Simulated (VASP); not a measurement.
Here is a VASP 6.6.1 calculation.

File POSCAR:

```
AlN
1.0
    0.0000000000      2.0345180000      2.0345180000
    2.0345180000      0.0000000000      2.0345180000
    2.0345180000      2.0345180000      0.0000000000
Al N
1 1
Direct
    0.5000000000      0.5000000000      0.5000000000
    0.0000000000      0.0000000000      0.0000000000
```

The input INCAR.step1:

```
PREC = Accurate ; ENCUT = 520
ISMEAR = -1 ; SIGMA = 0.05
LREAL = F ; LASPH = T
NELM = 100 ; NBANDS = 11
GGA = PE ; ALGO = Normal
EDIFF = 1E-4 ; LWAVE = T
LCHARG = F
```

INCAR.step2

```
PREC = Accurate ; ENCUT = 520
EDIFF = 1E-7 ; ISMEAR = -1
SIGMA = 0.05 ; LREAL = F
LASPH = T ; NELM = 100
ALGO = Normal ; ISIF = 2
LWAVE = F ; LCHARG = F
METAGGA = R2SCAN ; LMIXTAU = T
NBANDS = 11 ; ISTART = 1
```

KPOINTS

```
regular mesh
0
Gamma
  11 11 11
```

Potentials or basis: VASP PAW PBE potentials, release 64 (Al, N).

Launch:

```sh
$ cat potpaw_PBE.64/Al/POTCAR potpaw_PBE.64/N/POTCAR > POTCAR
$ cp INCAR.step1 INCAR
$ mpirun -np 1 vasp_std > vasp.out
$ cp INCAR.step2 INCAR
$ mpirun -np 1 vasp_std > vasp.out
```

Task: Predict the band gap on the k mesh.

Result: 5.42 eV, indirect (least direct gap 6.23 eV).

Task: What does it give for the pressure?

Result: -6.9 GPa.

Caveat: the PAW data sets were made with another functional, which shifts forces and pressure a little. r2SCAN opens gaps a little over a GGA but as a rule still falls short of measured ones.
